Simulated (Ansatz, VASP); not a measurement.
**GaSb: VASP beside Ansatz**

The input INCAR:

```
ALGO = Normal
EDIFF = 1E-6
ENCUT = 500
GGA = PE
GGA_COMPAT = False
ISIF = 2
ISMEAR = 0
LASPH = True
LCHARG = True
LELF = True
LREAL = False
LVHAR = True
LWAVE = False
NBANDS = 16
NELM = 120
PREC = Accurate
SIGMA = 0.1
```

Contents of KPOINTS:

```
k-points
0
Gamma
  6 6 6
```

Contents of POSCAR:

```
GaSb
1.0
    0.0000000000      3.0686043160      3.0686043160
    3.0686043160      0.0000000000      3.0686043160
    3.0686043160      3.0686043160      0.0000000000
Ga Sb
1 1
Direct
    0.0000000000      0.0000000000      0.0000000000
    0.7500000000      0.7500000000      0.7500000000
```

Input for Ansatz:

```yaml
crystal:
  lattice:
    - [0.0, 3.068604316, 3.068604316]
    - [3.068604316, 0.0, 3.068604316]
    - [3.068604316, 3.068604316, 0.0]
  atoms:
    - { symbol: Ga, position: [0.0, 0.0, 0.0] }
    - { symbol: Sb, position: [0.75, 0.75, 0.75] }
basis:
  ecutwfc: 420
kpoints:
  mp_grid: { grid: [6, 6, 6] }
hamiltonian:
  xc: pbe
scf:
  occupations: { method: gaussian, width: 0.1 }
  lower_state_search: "off"
output:
  forces: true
  stress: true
  eigenvalues: true
```

Alike in both runs: task single point; functional PBE; k mesh 6 × 6 × 6; occupations gaussian, width 0.1 eV; no spin polarisation.

```csv
,VASP,Ansatz
version,VASP 6.6.1,Ansatz 0.2.0
potentials or method,"VASP PAW PBE potentials, release 64 (Ga_d, Sb), cutoff 500 eV","scalar-relativistic, plane waves, PAW"
valence electrons in the cell,18,28
```

|  | VASP | Ansatz | Ansatz less VASP |
| --- | --- | --- | --- |
| gap on the k mesh at the Fermi level (eV) | none | none | - |
| pressure (GPa) | 2.0 | 1.9 | -0.07 |

A gap of «none» marks a metal or a gap that the smearing closes. VASP's potentials hold 18 valence electrons a cell and Ansatz's 28, so a difference there can come from the potentials and not from the codes.

Neither program's run includes spin-orbit coupling.
